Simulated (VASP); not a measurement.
Input of a VASP 6.6.1 run:

The input INCAR:

```
  PREC = Accurate
  ENCUT = 520
  EDIFF = 1E-6
  ISMEAR = 0
  SIGMA = 0.15
  LREAL = F
  LASPH = T
  NELM = 60
  ALGO = Fast
  ISIF = 2
  LWAVE = F
  LCHARG = F
  GGA = PS
  NBANDS = 21
```

Contents of KPOINTS:

```
Automatic mesh
0
Gamma
  24 24 14
```

The input POSCAR:

```
Ru
1.0
    2.6222858996      0.0000000000      0.0000000000
   -1.3111429498      2.2709662050      0.0000000000
    0.0000000000      0.0000000000      4.4645169983
Ru
2
Direct
    0.3333333333      0.6666666667      0.2500000000
    0.6666666667      0.3333333333      0.7500000000
```

Potentials or basis: VASP PAW PBE potentials, release 64 (Ru_pv).

Command:

```bash
$ cat potpaw_PBE.64/Ru_pv/POTCAR > POTCAR
$ mpirun -np 1 vasp_std > vasp.out
```

**Question.** What does it give for the band gap on the k mesh?

**Answer.** Zero (bands 14 and 15 overlap by 3.19 eV).

**Question.** Estimate the pressure.

**Answer.** 2.0 GPa.

Stress tensor (GPa, compression positive):
```
 14.62   0.00   0.00
  0.00  14.62   0.00
  0.00   0.00 -23.16
```

Caveat: the cell differs from its parent crystal (strain -0.025 along x and y, +0.050 along z); the stress differs along the axes, from -23 to 15 GPa; the PAW data sets were made with another functional, which shifts forces and pressure a little.
